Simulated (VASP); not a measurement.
Set up this calculation in VASP 6.6.1, as the native input.

```yaml
Task: single point
Functional: PBEsol
Potentials_or_basis: VASP PAW PBE potentials, release 64 (Pb_d, Se)
Cutoff: 500 eV
k_mesh: 8 × 8 × 6
Occupations: gaussian, width 0.01 eV
Spin: no spin polarisation
Dipole_correction: no
Further_INCAR_settings: ALGO = Normal; EDIFF = 1e-06; NBANDS = 28
```

The structure of PbSe (a.eA) lies in POSCAR:

```
PbSe
1.0
    4.3154641135      0.0000000000      0.0000000000
    0.0000000000      4.3154641135      0.0000000000
    0.0000000000      0.0000000000      6.1029878785
Pb Se
2 2
Direct
    0.0000000000      0.0000000000      0.0000000000
    0.5000000000      0.5000000000      0.5000000000
    0.5000000000      0.5000000000      0.0000000000
    0.0000000000      1.0000000000      0.5000000000
```

The input as run:

INCAR

```
PREC = Accurate ; ENCUT = 500
EDIFF = 1E-6 ; ISMEAR = 0
SIGMA = 0.01 ; LREAL = False
LASPH = True ; NELM = 120
ALGO = Normal ; ISIF = 2
LWAVE = False ; LCHARG = False
GGA = PS ; NBANDS = 28
GGA_COMPAT = False
```

KPOINTS

```
Automatic mesh
0
Gamma
  8 8 6
```

Potentials or basis: VASP PAW PBE potentials, release 64 (Pb_d, Se).

Launch:

```bash
$ cat potpaw_PBE.64/Pb_d/POTCAR potpaw_PBE.64/Se/POTCAR > POTCAR
$ mpirun -np 1 vasp_std > vasp.out
```

Results of the run:

```json
{
  "Pressure": "0.0 GPa",
  "Band gap on the k mesh": "0.17 eV"
}
```

Caveat: the PAW data sets were made with another functional, which shifts forces and pressure a little; spin-orbit coupling is left out, which moves the levels of the heavy elements.

Run time: 2.7 min on 1 thread of Intel Xeon 8259CL (shared host), peak memory 0.31 GiB.
